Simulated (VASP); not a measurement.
## W: density of states with LDA

Crystal: W.

```xyz
1
Lattice="0.0000 2.0300 2.0300 2.0300 0.0000 2.0300 2.0300 2.0300 0.0000" Properties=species:S:1:pos:R:3 pbc="T T T"
W     0.0000    0.0000    0.0000
```

```
Program                 : VASP 6.6.1
Task                    : density of states
Functional              : LDA
Potentials or basis     : VASP PAW LDA potentials, release 64 (W_sv)
Cutoff                  : 520 eV
k mesh                  : 12 × 12 × 12
Occupations             : fermi-dirac, width 0.08 eV
Spin                    : no spin polarisation
Dipole correction       : no
k mesh for the DOS      : 18 × 18 × 18
Occupations for the DOS : tetrahedron
Further INCAR settings  : ALGO = Normal; EDIFF = 1e-06; NBANDS = 13
```

The valence electrons inside the program's atomic spheres are W 12.02.

Levels at points of the mesh, in eV from the Fermi level:
```csv
k point,band 4,band 5,band 6,band 7,band 8,band 9,band 10,band 11
"(0.00, 0.00, 0.00)",-37.15,-8.80,-0.56,-0.56,-0.56,2.45,2.45,12.85
"(0.50, 0.00, 0.00)",-37.30,-5.47,-0.78,-0.78,0.73,4.88,4.88,10.01
"(0.50, 0.50, 0.00)",-37.55,-5.34,-4.39,3.08,4.82,5.60,5.60,11.64
```

Wall time 24 s on 1 thread of Intel(R) Xeon(R) Platinum 8488C (Sapphire Rapids) (shared host), peak memory 0.16 GiB.

Caveat: spin-orbit coupling is left out, which moves the levels of the heavy elements.
